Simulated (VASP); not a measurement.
# Si16Ni (a cell with a defect) in VASP: a series of runs

The runs below take Si16Ni (a cell with a defect) through single point, with PBE.

All numbers are computed with VASP 6.6.1; they aren't measurements. Logs are shortened: lines on timing, memory, paths and dates and some standing lists are left out, and cuts for length are marked.

### Step 1. The cell of the first run

The cell holds a defect, 17 atoms: a = 7.736 Å, b = 7.736 Å, c = 7.736 Å, α = 60.00°, β = 60.00°, γ = 60.00°.

### Step 2. Single point, PBE

INCAR

```
SYSTEM = Si16Ni
PREC = Accurate ; ENCUT = 520
EDIFF = 1E-6 ; ISMEAR = 0
SIGMA = 0.02 ; LREAL = Auto
LASPH = .TRUE. ; NELM = 60
ALGO = Normal ; ISIF = 2
LWAVE = .FALSE. ; LCHARG = .TRUE.
GGA = PE ; LELF = .TRUE.
LVHAR = .TRUE. ; NBANDS = 51
```

KPOINTS

```
regular mesh
0
G
  2 2 2
  0 0 0
```

POSCAR

```
Si16Ni
1.0
    0.0000000000      5.4700937627     -5.4700937627
    5.4700937627      5.4700937627      0.0000000000
    5.4700937627      0.0000000000     -5.4700937627
Si Ni
16 1
Direct
    0.1223940629      0.1298524360      0.1297977751
    0.1207671255      0.6463568365      0.1169719438
    0.5784322239      0.1443065758      0.1443349117
    0.6292008235      0.6283390467      0.1224959807
    0.1207376927      0.1169381235      0.6464979676
    0.1274204850      0.6228785370      0.6228147355
    0.6292145344      0.1225234025      0.6283319170
    0.6321514128      0.6217239864      0.6217559785
    0.2540932679      0.7559488337      0.2486063419
    0.2074266090      0.2731987905      0.2733121341
    0.7370164343      0.7694189867      0.2478432836
    0.7355643568      0.2552124443      0.2552095194
    0.2575052752      0.7446541461      0.7446910742
    0.2541170335      0.2486748964      0.7559146478
    0.7525616888      0.7486453026      0.7486202573
    0.7370295053      0.2478053501      0.7694792233
   -0.0615327661      0.0336948520      0.0341138577
```

Potentials or basis: VASP PAW PBE potentials, release 64 (Si, Ni).

Command:

```console
$ cat potpaw_PBE.64/Si/POTCAR potpaw_PBE.64/Ni/POTCAR > POTCAR
$ mpirun -np 1 vasp_std > vasp.out
```

OUTCAR:

```text
SYSTEM = Si16Ni
   PREC = Accurate
   ENCUT = 520
   EDIFF = 1E-6
   ISMEAR = 0
   LREAL = Auto
   LASPH = .TRUE.
   NELM = 60
   ISIF = 2
   GGA = PE

 ion  position               nearest neighbor table
   1  0.122  0.130  0.130-  14 2.36   9 2.36  10 2.36  17 2.41  12 2.44
   2  0.121  0.646  0.117-  13 2.36   9 2.37  10 2.37  11 2.42  17 2.48
   3  0.578  0.144  0.144-  17 2.28  10 2.34  16 2.38  11 2.38  12 2.40
   4  0.629  0.628  0.122-  12 2.36  15 2.36  11 2.37   9 2.37
   5  0.121  0.117  0.646-  13 2.36  14 2.37  10 2.37  16 2.42  17 2.48
   6  0.127  0.623  0.623-  13 2.36  14 2.36   9 2.36  15 2.37
   7  0.629  0.123  0.628-  12 2.36  15 2.36  16 2.37  14 2.37
   8  0.632  0.622  0.622-  15 2.36  13 2.37  11 2.37  16 2.37
   9  0.254  0.756  0.249-   1 2.36   6 2.36   2 2.37   4 2.37  17 2.93
  10  0.207  0.273  0.273-   3 2.34   1 2.36   2 2.37   5 2.37
  11  0.737  0.769  0.248-   4 2.37   8 2.37   3 2.38   2 2.42  17 2.56
  12  0.736  0.255  0.255-   7 2.36   4 2.36   3 2.40  17 2.43   1 2.44
  13  0.258  0.745  0.745-   2 2.36   5 2.36   6 2.36   8 2.37
  14  0.254  0.249  0.756-   1 2.36   6 2.36   5 2.37   7 2.37  17 2.93
  15  0.753  0.749  0.749-   4 2.36   7 2.36   8 2.36   6 2.37
  16  0.737  0.248  0.769-   7 2.37   8 2.37   3 2.38   5 2.42  17 2.57
  17  0.938  0.034  0.034-   3 2.28   1 2.41  12 2.43   2 2.48   5 2.48  11 2.56  16 2.57   9 2.93
                            14 2.93

  LATTYP: Found a face centered cubic cell.
 ALAT       =    10.9401875254

  Lattice vectors:

 A1 = (   0.0000000000,   5.4700937627,  -5.4700937627)
 A2 = (   5.4700937627,   5.4700937627,   0.0000000000)
 A3 = (   5.4700937627,   0.0000000000,  -5.4700937627)

Analysis of symmetry for initial positions (statically):
=====================================================================
 Subroutine PRICEL returns:
 Original cell was already a primitive cell.

 Routine SETGRP: Setting up the symmetry group for a
 face centered cubic supercell.

 Subroutine GETGRP returns: Found  1 space group operations
 (whereof  1 operations were pure point group operations)
 out of a pool of 48 trial point group operations.

The static configuration has the point symmetry C_1 .

Analysis of symmetry for dynamics (positions and initial velocities):
=====================================================================
 Subroutine PRICEL returns:
 Original cell was already a primitive cell.

 Routine SETGRP: Setting up the symmetry group for a
 face centered cubic supercell.

 Subroutine GETGRP returns: Found  1 space group operations
 (whereof  1 operations were pure point group operations)
 out of a pool of 48 trial point group operations.

The dynamic configuration has the point symmetry C_1 .

 Subroutine INISYM returns: Found  1 space group operations
 (whereof  1 operations are pure point group operations),
 and found     1 'primitive' translations

----------------------------------------------------------------------------------------

                                     Primitive cell

  volume of cell :     327.3515

  direct lattice vectors                    reciprocal lattice vectors
     0.000000000  5.470093763 -5.470093763    -0.091406111  0.091406111 -0.091406111
     5.470093763  5.470093763  0.000000000     0.091406111  0.091406111  0.091406111
     5.470093763  0.000000000 -5.470093763     0.091406111 -0.091406111 -0.091406111

  length of vectors
     7.735880787  7.735880787  7.735880787     0.158320029  0.158320029  0.158320029

  position of ions in fractional coordinates (direct lattice)
     0.122394063  0.129852436  0.129797775
     0.120767126  0.646356836  0.116971944
     0.578432224  0.144306576  0.144334912
     0.629200823  0.628339047  0.122495981
     0.120737693  0.116938123  0.646497968
     0.127420485  0.622878537  0.622814736
[... 9 lines left out ...]
     0.737029505  0.247805350  0.769479223
     0.938467234  0.033694852  0.034113858

  ion indices of the primitive-cell ions
   primitive index   ion index
                 1           1
                 2           2
                 3           3
                 4           4
                 5           5
                 6           6
[... 9 lines left out ...]
                16          16
                17          17

----------------------------------------------------------------------------------------

 KPOINTS: regular mesh

Automatic generation of k-mesh.
 Grid dimensions read from file:
 generate k-points for:    2    2    2

 Generating k-lattice:

  Cartesian coordinates                     Fractional coordinates (reciprocal lattice)
    -0.045703056  0.045703056 -0.045703056     0.500000000  0.000000000  0.000000000
     0.045703056  0.045703056  0.045703056     0.000000000  0.500000000  0.000000000
     0.045703056 -0.045703056 -0.045703056     0.000000000  0.000000000  0.500000000

  Length of vectors
     0.079160015  0.079160015  0.079160015

  Shift w.r.t. Gamma in fractional coordinates (k-lattice)
     0.000000000  0.000000000  0.000000000

 Subroutine IBZKPT returns following result:
 ===========================================

 Found      8 irreducible k-points:

 Following reciprocal coordinates:
            Coordinates               Weight
  0.000000  0.000000  0.000000      1.000000
  0.500000  0.000000  0.000000      1.000000
  0.000000  0.500000  0.000000      1.000000
  0.000000  0.000000  0.500000      1.000000
  0.500000  0.500000  0.500000      1.000000
  0.500000  0.500000  0.000000      1.000000
  0.000000  0.500000  0.500000      1.000000
  0.500000  0.000000  0.500000      1.000000
   k-points           NKPTS =      8   k-points in BZ     NKDIM =      8   number of bands    NBANDS=     51
   number of dos      NEDOS =    301   number of ions     NIONS =     17
   total plane-waves  NPLWV = 216000
   dimension x,y,z NGX =    60 NGY =   60 NGZ =   60
   dimension x,y,z NGXF=   120 NGYF=  120 NGZF=  120
   ions per type =              16   1
   NGX,Y,Z   is equivalent  to a cutoff of  12.89, 12.89, 12.89 a.u.
   NGXF,Y,Z  is equivalent  to a cutoff of  25.79, 25.79, 25.79 a.u.
 SYSTEM =  Si16Ni
   PREC   = accura    normal or accurate (medium, high low for compatibility)
   ISTART =      0    job   : 0-new  1-cont  2-samecut
   ICHARG =      2    charge: 1-file 2-atom 10-const
   ISPIN  =      1    spin polarized calculation?
   LNONCOLLINEAR =      F non collinear calculations
   LSORBIT =      F    spin-orbit coupling
   LASPH  =      T    aspherical Exc in radial PAW
   ENCUT  =  520.0 eV  38.22 Ry    6.18 a.u.  14.38 14.38 14.38*2*pi/ulx,y,z
   NELM   =     60;   NELMIN=  2; NELMDL= -5     # of ELM steps
   EDIFF  = 0.1E-05   stopping-criterion for ELM
   LREAL  =      T    real-space projection
   EDIFFG = 0.1E-04   stopping-criterion for IOM
   NSW    =      0    number of steps for IOM
   IBRION =     -1    ionic relax: 0-MD 1-quasi-New 2-CG
   NFREE  =      0    steps in history (QN), initial steepest desc. (CG)
   ISIF   =      2    stress and relaxation
   ISYM   =      2    0-nonsym 1-usesym 2-fastsym
   POTIM  = 0.5000    time-step for ionic-motion
   TEBEG  =    0.0;   TEEND  =   0.0 temperature during run
   PSTRESS=    0.0 pullay stress
   NELECT =      74.0000    total number of electrons
   NUPDOWN=      -1.0000    fix difference up-down
   EMIN   =  10.00;   EMAX   =-10.00  energy-range for DOS
   EFERMI =   0.00;   METHOD = LEGACY
   ISMEAR =     0;   SIGMA  =   0.02  broadening in eV -4-tet -1-fermi 0-gaus
   EFERMI_NEDOS =   21; number of points for ismear=-14 and -15
   IALGO  =     38    algorithm
   IMIX   =      4    mixing-type and parameters
     AMIX     =   0.40;   BMIX     =  1.00
     AMIX_MAG =   1.60;   BMIX_MAG =  1.00
  volume/ion in A,a.u.               =      19.26       129.95
  Fermi-wavevector in a.u.,A,eV,Ry     =   0.997273  1.884572 13.531715  0.994553
  Thomas-Fermi vector in A             =   2.129418
   LORBIT       =      0    0 simple, 1 ext, 2 COOP (PROOUT), +10 PAW based schemes
   GGA     = PE    functional components
   LHFCALC =     F    Hartree Fock is set to
   AEXX    =    0.0000 exact exchange contribution
   IVDW    =     0    specifies the selected vdW correction
   LEPSILON=     F    determine dielectric tensor
   LRPA    =     F    only Hartree local field effects (RPA)
 non-spin polarized calculation
 Gauss-broadening in eV      SIGMA  =   0.02
  energy-cutoff  :      520.00
  volume of cell :      327.35
 maximum number of plane-waves:      8824
 NGX is ok and might be reduce to    60
   NGX = 29   NGY = 29   NGZ = 29

 number of electron      73.9999998 magnetization

 Free energy of the ion-electron system (eV)
  ---------------------------------------------------
  ext. energy  EPLUGINS =         0.00000000
  ---------------------------------------------------
  free energy    TOTEN  =       -90.29729627 eV

  energy without entropy =      -90.29729627  energy(sigma->0) =      -90.29729627

 E-fermi :   6.1816     XC(G=0):  -9.5841

 val. band max:        6.0867931758   @ k =   0.0000   0.0000   0.0000
 cond. band min:       6.5322759575   @ k =   0.0000   0.0000   0.0000
 fundamental gap:      0.4454827817
 Fermi energy:         6.1816146002

 k-point     1 :       0.0000    0.0000    0.0000
  band No.  band energies     occupation
      1      -5.9516      2.00000
      2      -3.6969      2.00000
      3      -3.6078      2.00000
      4      -3.5911      2.00000
      5      -3.5896      2.00000
      6      -2.0553      2.00000
[... 41 lines left out ...]
     48       8.3275      0.00000
     49       8.6449      0.00000

 k-point     2 :       0.5000    0.0000    0.0000
  band No.  band energies     occupation
      1      -5.2373      2.00000
      2      -5.0805      2.00000
      3      -3.4233      2.00000
      4      -3.2957      2.00000
      5      -3.2762      2.00000
      6      -3.1796      2.00000
[... 304 lines left out ...]
 k-point     8 :       0.5000    0.0000    0.5000
  band No.  band energies     occupation
      1      -4.9906      2.00000
      2      -4.8013      2.00000
      3      -3.9946      2.00000
      4      -3.8970      2.00000
      5      -3.8646      2.00000
      6      -3.8286      2.00000
[... 41 lines left out ...]
     48      10.2715      0.00000
     49      10.3005      0.00000
 [bands above 49 left out]

------------------------ aborting loop because EDIFF is reached ----------------------------------------

  FORCE on cell =-STRESS in cart. coord.  units (eV):
  Direction    XX          YY          ZZ          XY          YZ          ZX
  --------------------------------------------------------------------------------------
  -------------------------------------------------------------------------------------
  Total        1.6376118      0.5512112      0.5398495     -0.8185706     -1.2905229      0.8200299
  in kB        8.0150686      2.6978284      2.6422201     -4.0063824     -6.3162889      4.0135247
  external PRESSURE =       4.4517057 kB  Pullay stress =       0.0000000 kB

 VOLUME and BASIS-vectors are now :
 -----------------------------------------------------------------------------
  energy-cutoff  :      520.00
  volume of cell :      327.35
      direct lattice vectors                 reciprocal lattice vectors
     0.000000000  5.470093763 -5.470093763    -0.091406111  0.091406111 -0.091406111
     5.470093763  5.470093763  0.000000000     0.091406111  0.091406111  0.091406111
     5.470093763  0.000000000 -5.470093763     0.091406111 -0.091406111 -0.091406111

 POSITION                                       TOTAL-FORCE (eV/Angst)
 -----------------------------------------------------------------------------------
      1.42031      1.37981     -1.37951        -0.048823     -0.029812      0.030179
      4.17548      4.19624     -1.30046         0.006859      0.009332     -0.015084
      1.57890      3.95345     -3.95360         0.045262     -0.040315      0.040775
      4.10714      6.87886     -4.11185        -0.003199      0.022881     -0.023982
      4.17607      1.30011     -4.19685         0.006859      0.015078     -0.009052
      6.81406      4.10421     -4.10386         0.008626      0.012069     -0.011736
[... 9 lines left out ...]
      5.56464      5.38714     -8.24074         0.017411      0.000611     -0.012680
      0.37092      5.31782     -5.32011        -0.020906     -0.067762      0.066260
 -----------------------------------------------------------------------------------
    total drift:                               -0.000200      0.001788     -0.002041

  FREE ENERGIE OF THE ION-ELECTRON SYSTEM (eV)
  ---------------------------------------------------
  free  energy   TOTEN  =       -90.2972962707 eV

  energy  without entropy=      -90.2972962707  energy(sigma->0) =      -90.29729627
```

Run time: 2.7 min. Hardware: 1 thread of Intel Xeon 6975P-C (Granite Rapids), shared host; peak memory 0.48 GiB.

Results:

```yaml
Free_energy: -90.2973 eV
Pressure: 0.4 GPa
Largest_force: 0.097 eV/Å
Band_gap_on_the_k_mesh: 0.45 eV
```

Forces on the atoms (eV/Å):
```
Si  -0.049 -0.030  0.030
Si   0.007  0.009 -0.015
Si   0.045 -0.040  0.041
Si  -0.003  0.023 -0.024
Si   0.007  0.015 -0.009
Si   0.009  0.012 -0.012
Si  -0.003  0.024 -0.023
Si   0.001  0.022 -0.022
Si  -0.019  0.011 -0.037
Si  -0.007 -0.045  0.044
Si   0.017  0.012  0.000
Si   0.010 -0.013  0.014
Si   0.002  0.017 -0.017
Si  -0.018  0.037 -0.011
Si   0.004  0.013 -0.013
Si   0.017  0.001 -0.013
Ni  -0.021 -0.068  0.066
```

Caveat: the k points lie up to 0.50 Å⁻¹ apart.

### Step 3. Single point, PBE

INCAR

```
SYSTEM = Si16Ni
PREC = Accurate
ENCUT = 520
EDIFF = 1E-7
ISMEAR = 0
SIGMA = 0.02
LREAL = Auto
LASPH = .TRUE.
NELM = 100
ALGO = Normal
ISIF = 2
LWAVE = .FALSE.
LCHARG = .TRUE.
GGA = PE
LELF = .TRUE.
LVHAR = .TRUE.
NBANDS = 51
```

KPOINTS

```
Automatic mesh
0
G
  2 2 2
  0 0 0
```

POSCAR

```
Si16Ni
1.0
    0.0000000000      5.4700937627     -5.4700937627
    5.4700937627      5.4700937627      0.0000000000
    5.4700937627      0.0000000000     -5.4700937627
Si Ni
16 1
Direct
    0.1329262407      0.1443350031      0.1443066672
    0.1158261682      0.6464980590      0.1169380321
    0.6179555866      0.1297977751      0.1298526188
    0.6199300500      0.6283319170      0.1225235853
    0.1159042290      0.1169718524      0.6463569279
    0.1243687091      0.6217557957      0.6217239864
    0.6199640531      0.1224959807      0.6283392295
    0.6268863293      0.6228147355      0.6228785370
    0.2456859166      0.7694793147      0.2478052587
    0.2460624184      0.2733122255      0.2731988819
    0.7412934176      0.7559147392      0.2486748050
    0.7540136749      0.2552096108      0.2552123529
    0.2531494998      0.7446909828      0.7446542375
    0.2457212908      0.2478431922      0.7694190781
    0.7501726987      0.7486202573      0.7486453026
    0.7413516433      0.2486063419      0.7559488337
   -0.0062758522      0.0341139491      0.0336947606
```

Potentials or basis: VASP PAW PBE potentials, release 64 (Si, Ni).

Command:

```console
$ cat potpaw_PBE.64/Si/POTCAR potpaw_PBE.64/Ni/POTCAR > POTCAR
$ mpirun -np 1 vasp_std > vasp.out
```

It took 2.8 min on 1 thread of Intel Xeon 6975P-C (Granite Rapids), shared host; peak memory 0.49 GiB.

The run converged. Its results:

* Free energy: -90.2973 eV
* Pressure: 0.4 GPa
* Largest force: 0.097 eV/Å
* Band gap on the k mesh: 0.45 eV

Forces on the atoms (eV/Å):
```
Si   0.045  0.040 -0.041
Si   0.007 -0.015  0.009
Si  -0.049  0.030 -0.030
Si  -0.003 -0.024  0.023
Si   0.007 -0.009  0.015
Si   0.001 -0.022  0.022
Si  -0.003 -0.023  0.024
Si   0.009 -0.012  0.012
Si   0.017 -0.001  0.013
Si  -0.007  0.045 -0.044
Si  -0.018 -0.038  0.011
Si   0.010  0.013 -0.014
Si   0.002 -0.017  0.017
Si   0.017 -0.012  0.000
Si   0.004 -0.013  0.013
Si  -0.019 -0.011  0.037
Ni  -0.021  0.068 -0.066
```

Stress tensor (GPa, compression positive):
```
 0.81  0.40 -0.40
 0.40  0.27 -0.63
-0.40 -0.63  0.27
```

Levels at points of the mesh, in eV from the valence-band top:
```
           k point  band 33  band 34  band 35  band 36  band 37  band 38  band 39  band 40  band 41  band 42
(0.00, 0.00, 0.00)    -0.52    -0.26    -0.22    -0.09     0.00     0.45     0.73     0.76     0.85     0.86
(0.50, 0.00, 0.00)    -1.06    -0.80    -0.53    -0.41    -0.25     0.89     1.32     1.42     1.50     1.55
(0.00, 0.50, 0.00)    -1.06    -0.78    -0.57    -0.34    -0.17     0.88     1.22     1.45     1.54     1.60
(0.00, 0.00, 0.50)    -1.06    -0.78    -0.57    -0.34    -0.17     0.89     1.22     1.45     1.54     1.60
(0.50, 0.50, 0.50)    -1.22    -0.73    -0.62    -0.30    -0.18     0.69     1.41     1.46     1.51     1.57
(0.50, 0.50, 0.00)    -1.31    -1.16    -0.93    -0.84    -0.28     0.90     1.27     2.14     2.14     2.23
(0.00, 0.50, 0.50)    -1.34    -1.26    -1.00    -0.75    -0.15     0.88     1.29     2.13     2.15     2.21
(0.50, 0.00, 0.50)    -1.30    -1.16    -0.92    -0.85    -0.28     0.90     1.27     2.13     2.14     2.23
```

Caveat: the k points lie up to 0.50 Å⁻¹ apart. Spin polarisation is off, so any magnetic state and its effect on volume and gap are missing.
